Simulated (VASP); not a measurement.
# Al in VASP: single point with PBEsol+D3(BJ)

Aim: the single point of Al with PBEsol+D3(BJ).

Everything below comes from runs of VASP 6.6.1. Logs are shortened: lines on timing, memory, paths and dates and some standing lists are left out, and cuts for length are marked.

**1. The cell of the first run**

The cell holds a slab with vacuum, 12 atoms: a = 5.399 Å, b = 5.399 Å, c = 24.595 Å, α = 90.00°, β = 90.00°, γ = 120.00°.

**2. Single point, PBEsol+D3(BJ)**

Input file INCAR:

```
PREC     = Accurate       # precision mode
ENCUT    = 400            # plane-wave cutoff, eV
EDIFF    = 1E-6           # SCF threshold, eV
ISMEAR   = 1              # smearing method
SIGMA    = 0.1            # smearing width, eV
LREAL    = False          # projectors in reciprocal space
LASPH    = True           # aspherical terms in the spheres
NELM     = 120            # most SCF steps
ALGO     = Normal         # electronic algorithm
ISIF     = 2              # what is computed and relaxed
LWAVE    = False          # write WAVECAR
LCHARG   = False          # write CHGCAR
LDIPOL   = True         
IDIPOL   = 3            
DIPOL    = 0.5 0.5 0.380
GGA      = PS             # functional
IVDW     = 12             # dispersion correction
NBANDS   = 30             # bands
GGA_COMPAT= False        
NELMDL   = -8
```

Input file KPOINTS:

```
Automatic mesh
0
Gamma
  9 9 1
```

Input file POSCAR:

```
Al
1.0
    0.0000000284      5.3986024703      0.0000000000
   -4.6753268984     -2.6993012106      0.0000000000
    0.0000000000      0.0000000000     24.5947325592
Al
12
Direct
    0.0000000000      0.0000000000      0.2846137881
    0.0000000000      0.5000000000      0.2846137881
    0.5000000000      1.0000000000      0.2846137881
    0.5000000000      0.5000000000      0.2846137881
    0.3328510672      0.1649356933      0.3803254259
    0.3320846261      0.6671489328      0.3803254259
    0.8333333333      0.1666666667      0.3808899792
    0.8350643067      0.6679153739      0.3803254259
    0.6674173987      0.3342818876      0.4748057331
    0.6657181124      0.8331355111      0.4748057331
    0.1668644889      0.3325826013      0.4748057331
    0.1666666667      0.8333333333      0.4810406801
```

Potentials or basis: VASP PAW PBE potentials, release 64 (Al).

On the command line:

```console
cat potpaw_PBE.64/Al/POTCAR > POTCAR
mpirun -np 1 vasp_std > vasp.out
```

OUTCAR:

```text
PREC = Accurate
   ENCUT = 400
   EDIFF = 1E-6
   ISMEAR = 1
   LREAL = False
   LASPH = True
   NELM = 120
   ISIF = 2
   GGA = PS
   IVDW = 12
   NELMDL = -8
 IVDW          = 12

 ion  position               nearest neighbor table
   1  0.000  0.000  0.285-   4 2.70   4 2.70   3 2.70   3 2.70   2 2.70   2 2.70   8 2.82   5 2.82
                             7 2.83
   2  0.000  0.500  0.285-   3 2.70   3 2.70   4 2.70   4 2.70   1 2.70   1 2.70   6 2.82   8 2.82
                             7 2.83
   3  0.500  0.000  0.285-   2 2.70   2 2.70   1 2.70   1 2.70   4 2.70   4 2.70   5 2.82   6 2.82
                             7 2.83
   4  0.500  0.500  0.285-   1 2.70   1 2.70   2 2.70   2 2.70   3 2.70   3 2.70   8 2.83   5 2.83
                             6 2.83
   5  0.333  0.165  0.380-   8 2.69   6 2.69   7 2.70   7 2.70   8 2.71   6 2.71  11 2.80   9 2.80
                             3 2.82   1 2.82   4 2.83  12 2.92
   6  0.332  0.667  0.380-   8 2.69   5 2.69   7 2.70   7 2.70   8 2.71   5 2.71  10 2.80  11 2.80
                             2 2.82   3 2.82   4 2.83  12 2.92
   7  0.833  0.167  0.381-   5 2.70   6 2.70   8 2.70   8 2.70   6 2.70   5 2.70   9 2.79  11 2.79
                            10 2.79   3 2.83   2 2.83   1 2.83
   8  0.835  0.668  0.380-   5 2.69   6 2.69   7 2.70   7 2.70   5 2.71   6 2.71   9 2.80  10 2.80
                             1 2.82   2 2.82   4 2.83  12 2.92
   9  0.667  0.334  0.475-  11 2.70  10 2.70  12 2.70  11 2.70  10 2.70  12 2.71   7 2.79   8 2.80
                             5 2.80
  10  0.666  0.833  0.475-  11 2.70   9 2.70  12 2.70  11 2.70   9 2.70  12 2.71   7 2.79   6 2.80
                             8 2.80
  11  0.167  0.333  0.475-  10 2.70   9 2.70  12 2.70  10 2.70   9 2.70  12 2.71   7 2.79   5 2.80
                             6 2.80
  12  0.167  0.833  0.481-  10 2.70   9 2.70  11 2.70  11 2.71   9 2.71  10 2.71   6 2.92   8 2.92
                             5 2.92

  LATTYP: Found a hexagonal cell.
 ALAT       =     5.3986024703
 C/A-ratio  =     4.5557591422

  Lattice vectors:

 A1 = (   0.0000000284,   5.3986024703,   0.0000000000)
 A2 = (  -4.6753268984,  -2.6993012106,   0.0000000000)
 A3 = (   0.0000000000,   0.0000000000,  24.5947325592)

Analysis of symmetry for initial positions (statically):
=====================================================================
 Subroutine PRICEL returns:
 Original cell was already a primitive cell.

 Routine SETGRP: Setting up the symmetry group for a
 hexagonal supercell.

 Subroutine GETGRP returns: Found  3 space group operations
 (whereof  1 operations were pure point group operations)
 out of a pool of 24 trial point group operations.

The static configuration has the point symmetry C_1 .
 The point group associated with its full space group is C_3 .

Analysis of symmetry for dynamics (positions and initial velocities):
=====================================================================
 Subroutine PRICEL returns:
 Original cell was already a primitive cell.

 Routine SETGRP: Setting up the symmetry group for a
 hexagonal supercell.

 Subroutine GETGRP returns: Found  3 space group operations
 (whereof  1 operations were pure point group operations)
 out of a pool of 24 trial point group operations.

The dynamic configuration has the point symmetry C_1 .
 The point group associated with its full space group is C_3 .

 Subroutine INISYM returns: Found  3 space group operations
 (whereof  1 operations are pure point group operations),
 and found     1 'primitive' translations

----------------------------------------------------------------------------------------

                                     Primitive cell

  volume of cell :     620.7767

  direct lattice vectors                    reciprocal lattice vectors
     0.000000028  5.398602470  0.000000000    -0.106944393  0.185233124  0.000000000
    -4.675326898 -2.699301211  0.000000000    -0.213888788  0.000000001  0.000000000
     0.000000000  0.000000000 24.594732559     0.000000000  0.000000000  0.040659113

  length of vectors
     5.398602470  5.398602470 24.594732559     0.213888788  0.213888788  0.040659113

  position of ions in fractional coordinates (direct lattice)
     0.000000000  0.000000000  0.284613788
     1.000000000  0.500000000  0.284613788
     0.500000000  1.000000000  0.284613788
     0.500000000  0.500000000  0.284613788
[... 52 lines left out ...]
  0.000000  0.000000  0.000000      1.000000
  0.111111  0.000000  0.000000      6.000000
  0.222222 -0.000000  0.000000      6.000000
  0.333333  0.000000  0.000000      6.000000
  0.444444 -0.000000  0.000000      6.000000
  0.111111  0.111111  0.000000      6.000000
  0.222222  0.111111  0.000000      6.000000
 -0.222222  0.333333  0.000000      6.000000
  0.333333  0.111111  0.000000      6.000000
 -0.333333  0.444444  0.000000      6.000000
  0.444444  0.111111  0.000000      6.000000
  0.222222  0.222222  0.000000      6.000000
  0.333333  0.222222  0.000000      6.000000
 -0.333333 -0.444444  0.000000      6.000000
  0.333333  0.333333  0.000000      2.000000
   k-points           NKPTS =     15   k-points in BZ     NKDIM =     15   number of bands    NBANDS=     30
   number of dos      NEDOS =    301   number of ions     NIONS =     12
   total plane-waves  NPLWV = 207360
   dimension x,y,z NGX =    36 NGY =   36 NGZ =  160
   dimension x,y,z NGXF=    72 NGYF=   72 NGZF=  320
   ions per type =              12
   NGX,Y,Z   is equivalent  to a cutoff of  11.09, 11.09, 10.82 a.u.
   NGXF,Y,Z  is equivalent  to a cutoff of  22.17, 22.17, 21.63 a.u.
 SYSTEM =  unknown system
   PREC   = accura    normal or accurate (medium, high low for compatibility)
   ISTART =      0    job   : 0-new  1-cont  2-samecut
   ICHARG =      2    charge: 1-file 2-atom 10-const
   ISPIN  =      1    spin polarized calculation?
   LNONCOLLINEAR =      F non collinear calculations
   LSORBIT =      F    spin-orbit coupling
   LASPH  =      T    aspherical Exc in radial PAW
   ENCUT  =  400.0 eV  29.40 Ry    5.42 a.u.   8.80  8.80 40.11*2*pi/ulx,y,z
   NELM   =    120;   NELMIN=  2; NELMDL= -8     # of ELM steps
   EDIFF  = 0.1E-05   stopping-criterion for ELM
   LREAL  =      F    real-space projection
   EDIFFG = 0.1E-04   stopping-criterion for IOM
   NSW    =      0    number of steps for IOM
   IBRION =     -1    ionic relax: 0-MD 1-quasi-New 2-CG
   NFREE  =      0    steps in history (QN), initial steepest desc. (CG)
   ISIF   =      2    stress and relaxation
   ISYM   =      2    0-nonsym 1-usesym 2-fastsym
   POTIM  = 0.5000    time-step for ionic-motion
   TEBEG  =    0.0;   TEEND  =   0.0 temperature during run
   PSTRESS=    0.0 pullay stress
   NELECT =      36.0000    total number of electrons
   NUPDOWN=      -1.0000    fix difference up-down
   EMIN   =  10.00;   EMAX   =-10.00  energy-range for DOS
   EFERMI =   0.00;   METHOD = LEGACY
   ISMEAR =     1;   SIGMA  =   0.10  broadening in eV -4-tet -1-fermi 0-gaus
   EFERMI_NEDOS =   21; number of points for ismear=-14 and -15
   IALGO  =     38    algorithm
   IMIX   =      4    mixing-type and parameters
     AMIX     =   0.40;   BMIX     =  1.00
     AMIX_MAG =   1.60;   BMIX_MAG =  1.00
  volume/ion in A,a.u.               =      51.73       349.10
  Fermi-wavevector in a.u.,A,eV,Ry     =   0.633671  1.197465  5.463269  0.401539
  Thomas-Fermi vector in A             =   1.697406
   LORBIT       =      0    0 simple, 1 ext, 2 COOP (PROOUT), +10 PAW based schemes
   GGA     = PS    functional components
   LHFCALC =     F    Hartree Fock is set to
   AEXX    =    0.0000 exact exchange contribution
   IVDW    =    12    specifies the selected vdW correction
   LEPSILON=     F    determine dielectric tensor
   LRPA    =     F    only Hartree local field effects (RPA)
 non-spin polarized calculation
 Methfessel and Paxton  Order N= 1 SIGMA  =   0.10
  energy-cutoff  :      400.00
  volume of cell :      620.78
 maximum number of plane-waves:     11298
   NGX = 17   NGY = 17   NGZ = 81

 dipolmoment           0.000000      0.000000     -0.002997 electrons x Angstroem

 number of electron      36.0000000 magnetization

 dipolmoment           0.000000      0.000000      0.000518 electrons x Angstroem

 Free energy of the ion-electron system (eV)
  ---------------------------------------------------
  ext. energy  EPLUGINS =         0.00000000
  ---------------------------------------------------
  free energy    TOTEN  =       -45.60838928 eV

  energy without entropy =      -45.61043744  energy(sigma->0) =      -45.60907200

 E-fermi :  -0.1446     XC(G=0):  -3.8267

 val. band max:       -0.1855240536   @ k =   0.1111   0.1111   0.0000
 cond. band min:      -0.1366628692   @ k =   0.2222  -0.0000   0.0000
 fundamental gap:      0.0488611844
 Fermi energy:        -0.1445908618

 k-point     1 :       0.0000    0.0000    0.0000
  band No.  band energies     occupation
      1     -11.4117      2.00000
      2      -9.7576      2.00000
      3      -7.1853      2.00000
      4      -4.9917      2.00000
      5      -4.9917      2.00000
      6      -4.9468      2.00000
[... 484 lines left out ...]
     29       3.9332      0.00000
     30       3.9436      0.00000

------------------------ aborting loop because EDIFF is reached ----------------------------------------

 vacuum level on the upper side and lower side of the slab       (xc-potential included)        -0.087        -0.093

 Edisp (eV)   -2.67201

 E8    (eV) :    -1.8539

  FORCE on cell =-STRESS in cart. coord.  units (eV):
  Direction    XX          YY          ZZ          XY          YZ          ZX
  --------------------------------------------------------------------------------------
  -------------------------------------------------------------------------------------
  Total       6.66236     6.66236     0.83793    -0.00000    -0.00000     0.00000
  in kB      17.19505    17.19505     2.16263    -0.00000    -0.00000     0.00000
  external pressure =       12.18 kB  Pullay stress =        0.00 kB

 VOLUME and BASIS-vectors are now :
 -----------------------------------------------------------------------------
  energy-cutoff  :      400.00
  volume of cell :      620.78
      direct lattice vectors                 reciprocal lattice vectors
     0.000000028  5.398602470  0.000000000    -0.106944393  0.185233124  0.000000000
    -4.675326898 -2.699301211  0.000000000    -0.213888788  0.000000001  0.000000000
     0.000000000  0.000000000 24.594732559     0.000000000  0.000000000  0.040659113

 POSITION                                       TOTAL-FORCE (eV/Angst)
 -----------------------------------------------------------------------------------
      0.00000      0.00000      7.00000        -0.011594     -0.017946     -0.038814
     -2.33766     -1.34965      7.00000         0.021339     -0.001068     -0.038814
      0.00000      2.69930      7.00000        -0.009744      0.019014     -0.038814
     -2.33766      1.34965      7.00000         0.000000     -0.000000     -0.049053
     -0.77113      1.35172      9.35400        -0.021556     -0.007234      0.032176
     -3.11914     -0.00804      9.35400         0.004513      0.022285      0.032176
     -0.77922      4.04895      9.36789        -0.000000     -0.000000     -0.159939
     -3.12272      2.70528      9.35400         0.017043     -0.015051      0.032176
     -1.56288      2.70079     11.67772         0.018892     -0.009708      0.142933
     -3.89518      1.34506     11.67772        -0.001039      0.021215      0.142933
     -1.55493      0.00309     11.67772        -0.017853     -0.011507      0.142933
     -3.89611     -1.34965     11.83107         0.000000     -0.000000     -0.199893
 -----------------------------------------------------------------------------------
    total drift:                                0.000000      0.000000      0.000005

  FREE ENERGIE OF THE ION-ELECTRON SYSTEM (eV)
  ---------------------------------------------------
  free  energy   TOTEN  =       -48.2803980886 eV

  energy  without entropy=      -48.2824462546  energy(sigma->0) =      -48.28108081

 vacuum level on the upper side and lower side of the slab         3.728         3.722
```

Run time: 12 min. Hardware: 1 thread of Intel Xeon 8259CL, shared host; peak memory 0.51 GiB.

What came out:

```
Free energy                : -48.2804 eV
Largest force              : 0.200 eV/Å
Band gap on the k mesh     : zero (bands 18 and 19 overlap by 1.51 eV)
Dispersion energy per atom : -0.223 eV
```

Forces in eV/Å, atoms in the order of the input:
```
Al  -0.012 -0.018 -0.039
Al   0.021 -0.001 -0.039
Al  -0.010  0.019 -0.039
Al   0.000  0.000 -0.049
Al  -0.022 -0.007  0.032
Al   0.005  0.022  0.032
Al   0.000  0.000 -0.160
Al   0.017 -0.015  0.032
Al   0.019 -0.010  0.143
Al  -0.001  0.021  0.143
Al  -0.018 -0.012  0.143
Al   0.000  0.000 -0.200
```

Caveat: the PAW data sets were made with another functional, which shifts forces and pressure a little.

The gap in the log of VASP goes by the Fermi energy; the results here count the filled bands.